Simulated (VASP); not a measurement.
# MgS (P6_3mc) in VASP: further runs, part 2 of 2

VASP 6.6.1. The steps go on from the part before.

### 5 Single point, PBEsol

This run uses another cell than the first one, of 20.89 Å³/atom.

The input, INCAR:

```
PREC = Accurate ; ENCUT = 520
EDIFF = 1E-7 ; ISMEAR = -1
SIGMA = 0.05 ; LREAL = False
LASPH = True ; NELM = 60
ALGO = Normal ; ISIF = 2
LWAVE = False ; LCHARG = True
GGA = PS ; LELF = True
LVHAR = True ; NBANDS = 16
```

The input, KPOINTS:

```
Automatic mesh
0
Gamma
  7 7 4
```

The input, POSCAR:

```
MgS
1.0
    3.8732375105      0.0000000000      0.0000000000
   -1.9366187553      3.3543220790      0.0000000000
    0.0000000000      0.0000000000      6.4322941800
S Mg
2 2
Direct
    0.6666666667      0.3333333333      0.8738353832
    0.3333333333      0.6666666667      0.3738353832
    0.3333333333      0.6666666667      1.0011636168
    0.6666666667      0.3333333333      0.5011636168
```

Launch:

```sh
cat potpaw_PBE.64/S/POTCAR potpaw_PBE.64/Mg/POTCAR > POTCAR
mpirun -np 1 vasp_std > vasp.out
```

Run time: 22 s. Hardware: 1 thread of Intel Xeon Platinum 8488C (Sapphire Rapids), shared host; peak memory 0.2 GiB.

The run converged. Its results:

```yaml
Free_energy: -17.7595 eV
Pressure: 5.1 GPa
Largest_force: 0.007 eV/Å
Band_gap_on_the_k_mesh: 3.73 eV
```

Forces in eV/Å, atoms in the order of the input:
```
S    0.000  0.000 -0.007
S    0.000  0.000 -0.007
Mg   0.000  0.000  0.007
Mg   0.000  0.000  0.007
```

Stress tensor (GPa, compression positive):
```
5.78 0.00 0.00
0.00 5.78 0.00
0.00 0.00 3.88
```

Levels at points of the mesh, in eV from the valence-band top:
```tsv
k point	band 5	band 6	band 7	band 8	band 9	band 10	band 11	band 12
(0.00, 0.00, 0.00)	-0.39	-0.12	0.00	0.00	3.73	5.12	7.82	7.82
(0.00, 0.00, 0.50)	-0.20	-0.20	-0.20	-0.20	5.31	5.31	7.70	7.70
```

Caveat: the cell stands under pressure; the PAW data sets were made with another functional, which shifts forces and pressure a little.

### 6 Single point, PBEsol

This run uses another cell than the first one, of 23.59 Å³/atom.

The input, INCAR:

```
PREC     = Accurate       # precision mode
ENCUT    = 520            # plane-wave cutoff, eV
EDIFF    = 1E-6           # SCF threshold, eV
ISMEAR   = -1             # smearing method
SIGMA    = 0.05           # smearing width, eV
LREAL    = F              # projectors in reciprocal space
LASPH    = T              # aspherical terms in the spheres
NELM     = 100            # most SCF steps
ALGO     = Normal         # electronic algorithm
ISIF     = 2              # what is computed and relaxed
LWAVE    = F              # write WAVECAR
LCHARG   = F              # write CHGCAR
GGA      = PS             # functional
NBANDS   = 16             # bands
```

The input, KPOINTS:

```
regular mesh
0
Gamma
  6 6 4
```

The input, POSCAR:

```
MgS
1.0
    4.1153148549      0.0000000000      0.0000000000
   -2.0576574275      3.5639672089      0.0000000000
    0.0000000000      0.0000000000      6.4322941800
S Mg
2 2
Direct
    0.6666666667      0.3333333333      0.8805235601
    0.3333333333      0.6666666667      0.3805235601
    0.3333333333      0.6666666667      0.9944754399
    0.6666666667      0.3333333333      0.4944754399
```

Potentials or basis: VASP PAW PBE potentials, release 64 (S, Mg).

Launch:

```sh
cat potpaw_PBE.64/S/POTCAR potpaw_PBE.64/Mg/POTCAR > POTCAR
mpirun -np 1 vasp_std > vasp.out
```

OUTCAR:

```text
PREC = Accurate
   ENCUT = 520
   EDIFF = 1E-6
   ISMEAR = -1
   LREAL = F
   LASPH = T
   NELM = 100
   ISIF = 2
   GGA = PS

 ion  position               nearest neighbor table
   1  0.667  0.333  0.881-   4 2.48   3 2.49   3 2.49   3 2.49
   2  0.333  0.667  0.381-   3 2.48   4 2.49   4 2.49   4 2.49
   3  0.333  0.667  0.994-   2 2.48   1 2.49   1 2.49   1 2.49
   4  0.667  0.333  0.494-   1 2.48   2 2.49   2 2.49   2 2.49

  LATTYP: Found a hexagonal cell.
 ALAT       =     4.1153148549
 C/A-ratio  =     1.5630138657

  Lattice vectors:

 A1 = (   4.1153148549,   0.0000000000,   0.0000000000)
 A2 = (  -2.0576574275,   3.5639672089,   0.0000000000)
 A3 = (   0.0000000000,   0.0000000000,   6.4322941800)

Analysis of symmetry for initial positions (statically):
=====================================================================
 Subroutine PRICEL returns:
 Original cell was already a primitive cell.

 Routine SETGRP: Setting up the symmetry group for a
 hexagonal supercell.

 Subroutine GETGRP returns: Found 12 space group operations
 (whereof  6 operations were pure point group operations)
 out of a pool of 24 trial point group operations.

The static configuration has the point symmetry C_3v.
 The point group associated with its full space group is C_6v.

Analysis of symmetry for dynamics (positions and initial velocities):
=====================================================================
 Subroutine PRICEL returns:
 Original cell was already a primitive cell.

 Routine SETGRP: Setting up the symmetry group for a
 hexagonal supercell.

 Subroutine GETGRP returns: Found 12 space group operations
 (whereof  6 operations were pure point group operations)
 out of a pool of 24 trial point group operations.

The dynamic configuration has the point symmetry C_3v.
 The point group associated with its full space group is C_6v.

[... 115 lines left out ...]
   IALGO  =     38    algorithm
   IMIX   =      4    mixing-type and parameters
     AMIX     =   0.40;   BMIX     =  1.00
     AMIX_MAG =   1.60;   BMIX_MAG =  1.00
  volume/ion in A,a.u.               =      23.59       159.16
  Fermi-wavevector in a.u.,A,eV,Ry     =   0.906179  1.712430 11.172562  0.821160
  Thomas-Fermi vector in A             =   2.029836
   LORBIT       =      0    0 simple, 1 ext, 2 COOP (PROOUT), +10 PAW based schemes
   GGA     = PS    functional components
   LHFCALC =     F    Hartree Fock is set to
   AEXX    =    0.0000 exact exchange contribution
   IVDW    =     0    specifies the selected vdW correction
   LEPSILON=     F    determine dielectric tensor
   LRPA    =     F    only Hartree local field effects (RPA)
 non-spin polarized calculation
  energy-cutoff  :      520.00
  volume of cell :       94.34
 maximum number of plane-waves:      2573
 NGX is ok and might be reduce to    32
   NGX = 15   NGY = 15   NGZ = 23

 number of electron      16.0000001 magnetization

 Free energy of the ion-electron system (eV)
  ---------------------------------------------------
  ext. energy  EPLUGINS =         0.00000000
  ---------------------------------------------------
  free energy    TOTEN  =       -17.83412259 eV

  energy without entropy =      -17.83412259  energy(sigma->0) =      -17.83412259

 E-fermi :   1.9692     XC(G=0):  -8.4177

 val. band max:        0.9473573813   @ k =   0.0000   0.0000   0.0000
 cond. band min:       3.9744357890   @ k =   0.0000   0.0000   0.0000
 fundamental gap:      3.0270784077
 Fermi energy:         1.9691571682

 k-point     1 :       0.0000    0.0000    0.0000
  band No.  band energies     occupation
      1     -10.3875      2.00000
      2      -9.6736      2.00000
      3      -2.2235      2.00000
      4       0.2746      2.00000
      5       0.2746      2.00000
      6       0.7161      2.00000
[... 376 lines left out ...]
      3      -1.8701      2.00000
      4      -1.8701      2.00000
      5      -1.0378      2.00000
      6      -1.0378      2.00000
[... 8 lines left out ...]
     15      10.0086      0.00000
     16      10.0086      0.00000

------------------------ aborting loop because EDIFF is reached ----------------------------------------

  FORCE on cell =-STRESS in cart. coord.  units (eV):
  Direction    XX          YY          ZZ          XY          YZ          ZX
  --------------------------------------------------------------------------------------
  -------------------------------------------------------------------------------------
  Total       -1.6832515     -1.6832515     -1.1153531      0.0000000      0.0000000      0.0000000
  in kB      -28.5862332    -28.5862332    -18.9417577      0.0000000      0.0000000      0.0000000
  external PRESSURE =     -25.3714081 kB  Pullay stress =       0.0000000 kB

 VOLUME and BASIS-vectors are now :
 -----------------------------------------------------------------------------
  energy-cutoff  :      520.00
  volume of cell :       94.34
      direct lattice vectors                 reciprocal lattice vectors
     4.115314855  0.000000000  0.000000000     0.242994773  0.140293098  0.000000000
    -2.057657428  3.563967209  0.000000000     0.000000000  0.280586195  0.000000000
     0.000000000  0.000000000  6.432294180     0.000000000  0.000000000  0.155465526

 POSITION                                       TOTAL-FORCE (eV/Angst)
 -----------------------------------------------------------------------------------
      2.05766      1.18799      5.66379         0.000000     -0.000000      0.001046
     -0.00000      2.37598      2.44764        -0.000000      0.000000      0.001046
     -0.00000      2.37598      6.39676         0.000000     -0.000000     -0.001046
      2.05766      1.18799      3.18061        -0.000000      0.000000     -0.001046
 -----------------------------------------------------------------------------------
    total drift:                                0.000000     -0.000000     -0.000717

  FREE ENERGIE OF THE ION-ELECTRON SYSTEM (eV)
  ---------------------------------------------------
  free  energy   TOTEN  =       -17.8341225931 eV

  energy  without entropy=      -17.8341225931  energy(sigma->0) =      -17.83412259
```

Wall time 15 s (1 thread of Intel Xeon Platinum 8488C (Sapphire Rapids), shared host); peak memory 0.21 GiB.

What came out:

```yaml
Free_energy: -17.8341 eV
Pressure: -2.5 GPa
Band_gap_on_the_k_mesh: 3.03 eV
```

Caveat: the PAW data sets were made with another functional, which shifts forces and pressure a little.

### 7 Summary

| level | cell | k mesh | grid for exact exchange (PRECFOCK) | share of exact exchange | screening parameter | gap on the mesh (eV) | pressure (GPa) | largest force (eV/Å) |
| --- | --- | --- | --- | --- | --- | --- | --- | --- |
| HSE06 | a = 4.035, b = 4.035, c = 6.432 Å, angles 90.0, 90.0, 120.0°, 4 atoms, atomic positions A | 6 × 6 × 4 | Normal | 0.25 | 0.2079 1/Å | 4.48 | -0.1 | 0.05 |
| PBEsol | a = 4.035, b = 4.035, c = 6.432 Å, angles 90.0, 90.0, 120.0°, 4 atoms, atomic positions B | 6 × 6 × 4 | - | - | - | 3.28 | -0.4 | - |
| PBEsol | a = 4.075, b = 4.075, c = 6.432 Å, angles 90.0, 90.0, 120.0°, 4 atoms, atomic positions C | 6 × 6 × 4 | - | - | - | 3.15 | -1.5 | - |
| PBEsol | a = 3.873, b = 3.873, c = 6.432 Å, angles 90.0, 90.0, 120.0°, 4 atoms, atomic positions D | 7 × 7 × 4 | - | - | - | 3.73 | 5.1 | 0.01 |
| PBEsol | a = 4.115, b = 4.115, c = 6.432 Å, angles 90.0, 90.0, 120.0°, 4 atoms, atomic positions E | 6 × 6 × 4 | - | - | - | 3.03 | -2.5 | - |

Alike in all rows: task single point; potentials or basis VASP PAW PBE potentials, release 64 (S, Mg); no spin polarisation; cutoff (eV) 520; smearing fermi-dirac 0.05 eV.

Caveats: the PAW data sets were made with another functional, which shifts forces and pressure a little; the cell stands under pressure (at least some runs).

Total energies depend on the potentials used, so only differences within one code and one set of settings carry meaning.
